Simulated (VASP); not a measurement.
A run of VASP 6.6.1 is set up as follows.

File POSCAR:

```
SnO2
1.0
    4.7602164758      0.0000000000      0.0000000000
    0.0000000000      4.7602164758      0.0000000000
    0.0000000000      0.0000000000      3.2005650987
Sn O
2 4
Direct
   -0.0420148960      0.0000000000      0.0000000000
    0.5000000000      0.5000000000      0.5000000000
    0.3058934984      0.3058934984      0.0000000000
    0.1941065016      0.8058934984      0.5000000000
    0.6941065016      0.6941065016      0.0000000000
    0.8058934984      0.1941065016      0.5000000000
```

Contents of INCAR.step1:

```
SYSTEM = SnO2
ALGO = Normal
EDIFF = 1E-4
ENCUT = 520
GGA = PE
ISMEAR = 0
LASPH = .TRUE.
LCHARG = .FALSE.
LREAL = .FALSE.
LWAVE = .TRUE.
NBANDS = 35
NELM = 60
PREC = Accurate
SIGMA = 0.05
```

INCAR.step2

```
SYSTEM = SnO2
ALGO = Normal
EDIFF = 1E-7
ENCUT = 520
ISIF = 2
ISMEAR = 0
ISTART = 1
LASPH = .TRUE.
LCHARG = .FALSE.
LMIXTAU = .TRUE.
LREAL = .FALSE.
LWAVE = .FALSE.
METAGGA = R2SCAN
NBANDS = 35
NELM = 60
PREC = Accurate
SIGMA = 0.05
```

The input KPOINTS:

```
k-points
0
G
  6 6 8
  0 0 0
```

Potentials or basis: VASP PAW PBE potentials, release 64 (Sn_d, O).

Run with:

```console
$ cat potpaw_PBE.64/Sn_d/POTCAR potpaw_PBE.64/O/POTCAR > POTCAR
$ cp INCAR.step1 INCAR
$ mpirun -np 1 vasp_std > vasp.out
$ cp INCAR.step2 INCAR
$ mpirun -np 1 vasp_std > vasp.out
```

Question: Estimate the pressure.

Answer: 3.6 GPa.

Question: What does it give for the band gap on the k mesh?

Answer: 1.43 eV.

Question: Predict the largest force.

Answer: 4.943 eV/Å.

Forces on the atoms (eV/Å):
```
Sn   4.942  0.114  0.000
Sn  -1.910  0.000  0.000
O   -0.221 -0.415  0.000
O   -0.869  0.583  0.000
O   -0.969 -1.260  0.000
O   -0.972  0.979  0.000
```

Caveat: the cell differs from its parent crystal (atom 1 (Sn) moved by (-0.200, +0.000) A along x and z); the cell stands under pressure; the PAW data sets were made with another functional, which shifts forces and pressure a little; spin-orbit coupling is left out, which moves the levels of the heavy elements.
